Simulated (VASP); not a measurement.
# MgO (nc) (Fm-3m) in VASP: further runs

The runs below take MgO (nc) through single point, relaxation of cell and atoms, with PBE.

Program: VASP 6.6.1. These are calculated values, not measurements. Logs are shortened: lines on timing, memory, paths and dates and some standing lists are left out, and cuts for length are marked.

## (1) The cell of the first run

The structure is cubic, space group Fm-3m (No. 225). Conventional cell: a = 4.090 Å, b = 4.090 Å, c = 4.090 Å, α = 90.00°, β = 90.00°, γ = 90.00°. Within 2.7 Å of Mg (site symmetry m-3m) lie 6 O at 2.04 Å. O (site symmetry m-3m) has 6 Mg at 2.04 Å within 2.7 Å.

## (2) Single point, PBE

The input, INCAR:

```
PREC = Accurate
ENCUT = 600
EDIFF = 1E-6
ISMEAR = 0
SIGMA = 0.02
LREAL = False
LASPH = True
NELM = 120
ALGO = Normal
ISIF = 2
LWAVE = False
LCHARG = True
GGA = PE
LELF = True
LVHAR = True
NBANDS = 11
GGA_COMPAT = False
```

The input, KPOINTS:

```
regular mesh
0
Gamma
  10 10 10
```

The input, POSCAR:

```
MgO
1.0
    0.0000000000      2.0449130664      2.0449130664
    2.0449130664      0.0000000000      2.0449130664
    2.0449130664      2.0449130664      0.0000000000
Mg O
1 1
Direct
    0.0000000000      0.0000000000      0.0000000000
    0.5000000000      0.5000000000      0.5000000000
```

Potentials or basis: VASP PAW PBE potentials, release 64 (Mg, O).

Run with:

```bash
cat potpaw_PBE.64/Mg/POTCAR potpaw_PBE.64/O/POTCAR > POTCAR
mpirun -np 1 vasp_std > vasp.out
```

OUTCAR:

```text
PREC = Accurate
   ENCUT = 600
   EDIFF = 1E-6
   ISMEAR = 0
   LREAL = False
   LASPH = True
   NELM = 120
   ISIF = 2
   GGA = PE

 ion  position               nearest neighbor table
   1  0.000  0.000  0.000-   2 2.04   2 2.04   2 2.04   2 2.04   2 2.04   2 2.04
   2  0.500  0.500  0.500-   1 2.04   1 2.04   1 2.04   1 2.04   1 2.04   1 2.04

  LATTYP: Found a face centered cubic cell.
 ALAT       =     4.0898261328

  Lattice vectors:

 A1 = (   0.0000000000,   2.0449130664,   2.0449130664)
 A2 = (   2.0449130664,   0.0000000000,   2.0449130664)
 A3 = (   2.0449130664,   2.0449130664,   0.0000000000)

Analysis of symmetry for initial positions (statically):
=====================================================================
 Subroutine PRICEL returns:
 Original cell was already a primitive cell.

 Routine SETGRP: Setting up the symmetry group for a
 face centered cubic supercell.

 Subroutine GETGRP returns: Found 48 space group operations
 (whereof 48 operations were pure point group operations)
 out of a pool of 48 trial point group operations.

The static configuration has the point symmetry O_h .

Analysis of symmetry for dynamics (positions and initial velocities):
=====================================================================
 Subroutine PRICEL returns:
 Original cell was already a primitive cell.

 Routine SETGRP: Setting up the symmetry group for a
 face centered cubic supercell.

 Subroutine GETGRP returns: Found 48 space group operations
 (whereof 48 operations were pure point group operations)
 out of a pool of 48 trial point group operations.

The dynamic configuration has the point symmetry O_h .

 Subroutine INISYM returns: Found 48 space group operations
 (whereof 48 operations are pure point group operations),
 and found     1 'primitive' translations

----------------------------------------------------------------------------------------

                                     Primitive cell

  volume of cell :      17.1023

  direct lattice vectors                    reciprocal lattice vectors
     0.000000000  2.044913066  2.044913066    -0.244509172  0.244509172  0.244509172
     2.044913066  0.000000000  2.044913066     0.244509172 -0.244509172  0.244509172
     2.044913066  2.044913066  0.000000000     0.244509172  0.244509172 -0.244509172

  length of vectors
     2.891943792  2.891943792  2.891943792     0.423502308  0.423502308  0.423502308

  position of ions in fractional coordinates (direct lattice)
     0.000000000  0.000000000  0.000000000
     0.500000000  0.500000000  0.500000000

[... 79 lines left out ...]
   NSW    =      0    number of steps for IOM
   IBRION =     -1    ionic relax: 0-MD 1-quasi-New 2-CG
   NFREE  =      0    steps in history (QN), initial steepest desc. (CG)
   ISIF   =      2    stress and relaxation
   ISYM   =      2    0-nonsym 1-usesym 2-fastsym
   POTIM  = 0.5000    time-step for ionic-motion
   TEBEG  =    0.0;   TEEND  =   0.0 temperature during run
   PSTRESS=    0.0 pullay stress
   NELECT =       8.0000    total number of electrons
   NUPDOWN=      -1.0000    fix difference up-down
   EMIN   =  10.00;   EMAX   =-10.00  energy-range for DOS
   EFERMI =   0.00;   METHOD = LEGACY
   ISMEAR =     0;   SIGMA  =   0.02  broadening in eV -4-tet -1-fermi 0-gaus
   EFERMI_NEDOS =   21; number of points for ismear=-14 and -15
   IALGO  =     38    algorithm
   IMIX   =      4    mixing-type and parameters
     AMIX     =   0.40;   BMIX     =  1.00
     AMIX_MAG =   1.60;   BMIX_MAG =  1.00
  volume/ion in A,a.u.               =       8.55        57.71
  Fermi-wavevector in a.u.,A,eV,Ry     =   1.270828  2.401516 21.973448  1.615003
  Thomas-Fermi vector in A             =   2.403794
   LORBIT       =      0    0 simple, 1 ext, 2 COOP (PROOUT), +10 PAW based schemes
   GGA     = PE    functional components
   LHFCALC =     F    Hartree Fock is set to
   AEXX    =    0.0000 exact exchange contribution
   IVDW    =     0    specifies the selected vdW correction
   LEPSILON=     F    determine dielectric tensor
   LRPA    =     F    only Hartree local field effects (RPA)
 non-spin polarized calculation
 Gauss-broadening in eV      SIGMA  =   0.02
  energy-cutoff  :      600.00
  volume of cell :       17.10
 maximum number of plane-waves:       588
   NGX = 11   NGY = 11   NGZ = 11

 number of electron       7.9999997 magnetization

 Free energy of the ion-electron system (eV)
  ---------------------------------------------------
  ext. energy  EPLUGINS =         0.00000000
  ---------------------------------------------------
  free energy    TOTEN  =       -11.78687186 eV

  energy without entropy =      -11.78687186  energy(sigma->0) =      -11.78687186

 E-fermi :   3.9958     XC(G=0): -11.5048

 val. band max:        3.8816717692   @ k =   0.0000   0.0000   0.0000
 cond. band min:       9.5181710525   @ k =   0.0000   0.0000   0.0000
 fundamental gap:      5.6364992833
 Fermi energy:         3.9957641986

 k-point     1 :       0.0000    0.0000    0.0000
  band No.  band energies     occupation
      1     -13.8595      2.00000
      2       3.8817      2.00000
      3       3.8817      2.00000
      4       3.8817      2.00000
      5       9.5182      0.00000
      6      20.1809      0.00000
      7      20.1809      0.00000
      8      20.1809      0.00000
      9      24.3364      0.00000
     10      26.2184      0.00000
     11      26.2184      0.00000
[... 309 lines left out ...]
 k-point    24 :       0.4000    0.3000    0.0000
  band No.  band energies     occupation
      1     -12.4101      2.00000
      2       0.0082      2.00000
      3       2.4457      2.00000
      4       2.6877      2.00000
      5      14.0659      0.00000
      6      14.6370      0.00000
      7      18.4582      0.00000
      8      23.2533      0.00000
      9      23.4779      0.00000
     10      29.8775      0.00000
     11      32.6951      0.00000

 [... further k-points ...]
[... 5 lines left out ...]
  --------------------------------------------------------------------------------------
  -------------------------------------------------------------------------------------
  Total        2.2855437      2.2855437      2.2855437     -0.0000000     -0.0000000      0.0000000
  in kB      214.1142475    214.1142475    214.1142475     -0.0000000     -0.0000000      0.0000000
  external PRESSURE =     214.1142475 kB  Pullay stress =       0.0000000 kB

 VOLUME and BASIS-vectors are now :
 -----------------------------------------------------------------------------
  energy-cutoff  :      600.00
  volume of cell :       17.10
      direct lattice vectors                 reciprocal lattice vectors
     0.000000000  2.044913066  2.044913066    -0.244509172  0.244509172  0.244509172
     2.044913066  0.000000000  2.044913066     0.244509172 -0.244509172  0.244509172
     2.044913066  2.044913066  0.000000000     0.244509172  0.244509172 -0.244509172

 POSITION                                       TOTAL-FORCE (eV/Angst)
 -----------------------------------------------------------------------------------
      0.00000      0.00000      0.00000        -0.000000      0.000000      0.000000
      2.04491      2.04491      2.04491         0.000000     -0.000000      0.000000
 -----------------------------------------------------------------------------------
    total drift:                               -0.000000     -0.000000      0.000000

  FREE ENERGIE OF THE ION-ELECTRON SYSTEM (eV)
  ---------------------------------------------------
  free  energy   TOTEN  =       -11.7868718591 eV

  energy  without entropy=      -11.7868718591  energy(sigma->0) =      -11.78687186
```

Run time: 8.2 s. Hardware: 1 thread of Intel Xeon 6975P-C, shared host; peak memory 0.14 GiB.

What came out:

```yaml
Free_energy: -11.7869 eV
Pressure: 21.4 GPa
Band_gap_on_the_k_mesh: 5.64 eV, direct
```

Levels at points of the mesh, in eV from the valence-band top:
| k point | band 1 | band 2 | band 3 | band 4 | band 5 | band 6 | band 7 | band 8 |
| --- | --- | --- | --- | --- | --- | --- | --- | --- |
| (0.00, 0.00, 0.00) | -17.74 | 0.00 | 0.00 | 0.00 | 5.64 | 16.30 | 16.30 | 16.30 |
| (0.50, 0.00, 0.00) | -16.22 | -5.02 | -0.76 | -0.76 | 8.47 | 13.63 | 17.24 | 17.24 |
| (0.50, 0.50, 0.00) | -15.93 | -4.46 | -1.48 | -1.48 | 9.21 | 10.97 | 14.07 | 20.37 |

## (3) Relaxation of cell and atoms, PBE, target pressure 22.6 GPa, at which the enthalpy is minimised

The input, INCAR:

```
PREC = Accurate ; ENCUT = 600
EDIFF = 1E-7 ; ISMEAR = 0
SIGMA = 0.02 ; LREAL = F
LASPH = T ; NELM = 120
ALGO = Normal ; ISIF = 3
LWAVE = F ; LCHARG = F
GGA = PE ; IBRION = 2
NSW = 100 ; EDIFFG = -0.002
PSTRESS = 226.0 ; GGA_COMPAT = F
NELMIN = 4
```

The input, KPOINTS:

```
Automatic mesh
0
Gamma
  10 10 10
```

POSCAR is that of step 2.

Potentials or basis: VASP PAW PBE potentials, release 64 (Mg, O).

Run with:

```bash
cat potpaw_PBE.64/Mg/POTCAR potpaw_PBE.64/O/POTCAR > POTCAR
mpirun -np 1 vasp_std > vasp.out
```

OUTCAR:

```text
PREC = Accurate
   ENCUT = 600
   EDIFF = 1E-7
   ISMEAR = 0
   LREAL = F
   LASPH = T
   NELM = 120
   ISIF = 3
   GGA = PE
   IBRION = 2
   NSW = 100
   EDIFFG = -0.002
   PSTRESS = 226.0
   NELMIN = 4

 ion  position               nearest neighbor table
   1  0.000  0.000  0.000-   2 2.04   2 2.04   2 2.04   2 2.04   2 2.04   2 2.04
   2  0.500  0.500  0.500-   1 2.04   1 2.04   1 2.04   1 2.04   1 2.04   1 2.04

  LATTYP: Found a face centered cubic cell.
 ALAT       =     4.0898261328

  Lattice vectors:

 A1 = (   0.0000000000,   2.0449130664,   2.0449130664)
 A2 = (   2.0449130664,   0.0000000000,   2.0449130664)
 A3 = (   2.0449130664,   2.0449130664,   0.0000000000)

Analysis of symmetry for initial positions (statically):
=====================================================================
 Subroutine PRICEL returns:
 Original cell was already a primitive cell.

 Routine SETGRP: Setting up the symmetry group for a
 face centered cubic supercell.

 Subroutine GETGRP returns: Found 48 space group operations
 (whereof 48 operations were pure point group operations)
 out of a pool of 48 trial point group operations.

The static configuration has the point symmetry O_h .

Analysis of symmetry for dynamics (positions and initial velocities):
=====================================================================
 Subroutine PRICEL returns:
 Original cell was already a primitive cell.

 Routine SETGRP: Setting up the symmetry group for a
 face centered cubic supercell.

 Subroutine GETGRP returns: Found 48 space group operations
 (whereof 48 operations were pure point group operations)
 out of a pool of 48 trial point group operations.

The dynamic configuration has the point symmetry O_h .

 Subroutine INISYM returns: Found 48 space group operations
 (whereof 48 operations are pure point group operations),
 and found     1 'primitive' translations

----------------------------------------------------------------------------------------

                                     Primitive cell

  volume of cell :      17.1023

  direct lattice vectors                    reciprocal lattice vectors
     0.000000000  2.044913066  2.044913066    -0.244509172  0.244509172  0.244509172
     2.044913066  0.000000000  2.044913066     0.244509172 -0.244509172  0.244509172
     2.044913066  2.044913066  0.000000000     0.244509172  0.244509172 -0.244509172

  length of vectors
     2.891943792  2.891943792  2.891943792     0.423502308  0.423502308  0.423502308

  position of ions in fractional coordinates (direct lattice)
     0.000000000  0.000000000  0.000000000
     0.500000000  0.500000000  0.500000000

  ion indices of the primitive-cell ions
   primitive index   ion index
                 1           1
                 2           2

----------------------------------------------------------------------------------------

 KPOINTS: Automatic mesh

Automatic generation of k-mesh.
 Grid dimensions read from file:
 generate k-points for:   10   10   10

[... 44 lines left out ...]
 [... further k-points ...]
   k-points           NKPTS =     47   k-points in BZ     NKDIM =     47   number of bands    NBANDS=      8
   number of dos      NEDOS =    301   number of ions     NIONS =      2
   total plane-waves  NPLWV =  13824
   dimension x,y,z NGX =    24 NGY =   24 NGZ =   24
   dimension x,y,z NGXF=    48 NGYF=   48 NGZF=   48
   ions per type =               1   1
   NGX,Y,Z   is equivalent  to a cutoff of  13.80, 13.80, 13.80 a.u.
   NGXF,Y,Z  is equivalent  to a cutoff of  27.59, 27.59, 27.59 a.u.
 SYSTEM =  unknown system
   PREC   = accura    normal or accurate (medium, high low for compatibility)
   ISTART =      0    job   : 0-new  1-cont  2-samecut
   ICHARG =      2    charge: 1-file 2-atom 10-const
   ISPIN  =      1    spin polarized calculation?
   LNONCOLLINEAR =      F non collinear calculations
   LSORBIT =      F    spin-orbit coupling
   LASPH  =      T    aspherical Exc in radial PAW
   ENCUT  =  600.0 eV  44.10 Ry    6.64 a.u.   5.78  5.78  5.78*2*pi/ulx,y,z
   NELM   =    120;   NELMIN=  4; NELMDL= -5     # of ELM steps
   EDIFF  = 0.1E-06   stopping-criterion for ELM
   LREAL  =      F    real-space projection
   EDIFFG = -.2E-02   stopping-criterion for IOM
   NSW    =    100    number of steps for IOM
   IBRION =      2    ionic relax: 0-MD 1-quasi-New 2-CG
   NFREE  =      1    steps in history (QN), initial steepest desc. (CG)
   ISIF   =      3    stress and relaxation
   ISYM   =      2    0-nonsym 1-usesym 2-fastsym
   POTIM  = 0.5000    time-step for ionic-motion
   TEBEG  =    0.0;   TEEND  =   0.0 temperature during run
   PSTRESS=  226.0 pullay stress
   NELECT =       8.0000    total number of electrons
   NUPDOWN=      -1.0000    fix difference up-down
   EMIN   =  10.00;   EMAX   =-10.00  energy-range for DOS
   EFERMI =   0.00;   METHOD = LEGACY
   ISMEAR =     0;   SIGMA  =   0.02  broadening in eV -4-tet -1-fermi 0-gaus
   EFERMI_NEDOS =   21; number of points for ismear=-14 and -15
   IALGO  =     38    algorithm
   IMIX   =      4    mixing-type and parameters
     AMIX     =   0.40;   BMIX     =  1.00
     AMIX_MAG =   1.60;   BMIX_MAG =  1.00
  volume/ion in A,a.u.               =       8.55        57.71
  Fermi-wavevector in a.u.,A,eV,Ry     =   1.270828  2.401516 21.973448  1.615003
  Thomas-Fermi vector in A             =   2.403794
   LORBIT       =      0    0 simple, 1 ext, 2 COOP (PROOUT), +10 PAW based schemes
   GGA     = PE    functional components
   LHFCALC =     F    Hartree Fock is set to
   AEXX    =    0.0000 exact exchange contribution
   IVDW    =     0    specifies the selected vdW correction
   LEPSILON=     F    determine dielectric tensor
   LRPA    =     F    only Hartree local field effects (RPA)
 conjugate gradient relaxation of ions
 non-spin polarized calculation
 Gauss-broadening in eV      SIGMA  =   0.02
  energy-cutoff  :      600.00
  volume of cell :       17.10
 maximum number of plane-waves:       588
   NGX = 11   NGY = 11   NGZ = 11

--------------------------------------- Ionic step        1  -------------------------------------------

 number of electron       7.9999997 magnetization

 Free energy of the ion-electron system (eV)
  ---------------------------------------------------
  ext. energy  EPLUGINS =         0.00000000
  ---------------------------------------------------
  free energy    TOTEN  =       -11.78687179 eV

  energy without entropy =      -11.78687179  energy(sigma->0) =      -11.78687179

------------------------ aborting loop because EDIFF is reached ----------------------------------------

  FORCE on cell =-STRESS in cart. coord.  units (eV):
  Direction    XX          YY          ZZ          XY          YZ          ZX
  --------------------------------------------------------------------------------------
  -------------------------------------------------------------------------------------
  Total        2.2892932      2.2892932      2.2892932     -0.0000000      0.0000000     -0.0000000
  in kB      214.4655046    214.4655046    214.4655046     -0.0000000      0.0000000     -0.0000000
  external PRESSURE =     -11.5344954 kB  Pullay stress =     226.0000000 kB
[... 63 lines left out ...]
--------------------------------------- Ionic step        3  -------------------------------------------

 number of electron       7.9999997 magnetization

 Free energy of the ion-electron system (eV)
  ---------------------------------------------------
  ext. energy  EPLUGINS =         0.00000000
  ---------------------------------------------------
  free energy    TOTEN  =       -11.77563285 eV

  energy without entropy =      -11.77563285  energy(sigma->0) =      -11.77563285

 E-fermi :   4.0157     XC(G=0): -11.5282

 val. band max:        3.9210004802   @ k =   0.0000   0.0000   0.0000
 cond. band min:       9.6101339058   @ k =   0.0000   0.0000   0.0000
 fundamental gap:      5.6891334256
 Fermi energy:         4.0157408154

 k-point     1 :       0.0000    0.0000    0.0000
  band No.  band energies     occupation
      1     -13.8473      2.00000
      2       3.9210      2.00000
      3       3.9210      2.00000
      4       3.9210      2.00000
      5       9.6101      0.00000
      6      20.2475      0.00000
      7      20.2475      0.00000
      8      20.2475      0.00000
[... 243 lines left out ...]
 k-point    24 :       0.4000    0.3000    0.0000
  band No.  band energies     occupation
      1     -12.3859      2.00000
      2       0.0310      2.00000
      3       2.4776      2.00000
      4       2.7209      2.00000
      5      14.1229      0.00000
      6      14.7254      0.00000
      7      18.5525      0.00000
      8      23.3592      0.00000

 [... further k-points ...]

------------------------ aborting loop because EDIFF is reached ----------------------------------------

  FORCE on cell =-STRESS in cart. coord.  units (eV):
  Direction    XX          YY          ZZ          XY          YZ          ZX
  --------------------------------------------------------------------------------------
  -------------------------------------------------------------------------------------
  Total        2.4009999      2.4009999      2.4009999      0.0000000      0.0000000     -0.0000000
  in kB      226.0108378    226.0108378    226.0108378      0.0000000      0.0000000     -0.0000000
  external PRESSURE =       0.0108378 kB  Pullay stress =     226.0000000 kB
[... 21 lines left out ...]
  energy  without entropy=      -11.7756328485  energy(sigma->0) =      -11.77563285

  enthalpy is  TOTEN    =        -9.3747480585 eV   P V=        2.4008847900

 reached required accuracy - stopping structural energy minimisation
```

CONTCAR:

```text
MgO
   1.00000000000000
     0.0000000000000000    2.0416493555745312    2.0416493555745312
     2.0416493555745312    0.0000000000000000    2.0416493555745312
     2.0416493555745312    2.0416493555745312   -0.0000000000000000
  Mg              O
     1     1
Direct
     0.0000000000000000    0.0000000000000000    0.0000000000000000
     0.5000000000000000    0.5000000000000000    0.5000000000000000

  0.00000000E+00  0.00000000E+00  0.00000000E+00
  0.00000000E+00  0.00000000E+00  0.00000000E+00
```

Wall time 17 s (1 thread of Intel Xeon 6975P-C, shared host); peak memory 0.15 GiB.

What came out:

| Item | Value |
| --- | --- |
| Free energy | -11.7756 eV |
| Relaxed volume | 8.51 Å³/atom |
| Relaxed cell | a = 2.887 Å, b = 2.887 Å, c = 2.887 Å, α = 60.00°, β = 60.00°, γ = 60.00° |
| Space group after relaxing (to 0.05 Å) | Fm-3m (No. 225) |
| Energy change on relaxing (the enthalpy is what falls) | +5.6 meV/atom |
| Ionic steps | 3 |
| Pressure after relaxing | 22.6 GPa |
| Band gap on the k mesh | 5.69 eV, direct |

Step by step:
```
step  energy change (eV)  largest force (eV/Å)  pressure (GPa)  volume (Å³)
   1              0.0000                0.0000           21.45        17.10
   2              0.0214                0.0000           23.60        16.95
   3              0.0112                0.0000           22.60        17.02
```

Final structure:
```
Mg O
1.0
     0.00000    2.04165    2.04165
     2.04165    0.00000    2.04165
     2.04165    2.04165    0.00000
Mg O
1 1
Direct
  0.00000 0.00000 0.00000
  0.50000 0.50000 0.50000
```

Levels at points of the mesh, in eV from the valence-band top:
```tsv
k point	band 1	band 2	band 3	band 4	band 5	band 6	band 7	band 8
(0.00, 0.00, 0.00)	-17.77	0.00	0.00	0.00	5.69	16.33	16.33	16.33
(0.50, 0.00, 0.00)	-16.23	-5.04	-0.77	-0.77	8.51	13.69	17.30	17.30
(0.50, 0.50, 0.00)	-15.94	-4.48	-1.48	-1.48	9.22	11.03	14.12	20.44
```

Caveat: the cell is relaxed towards a set pressure, so the enthalpy falls and the energy may rise.
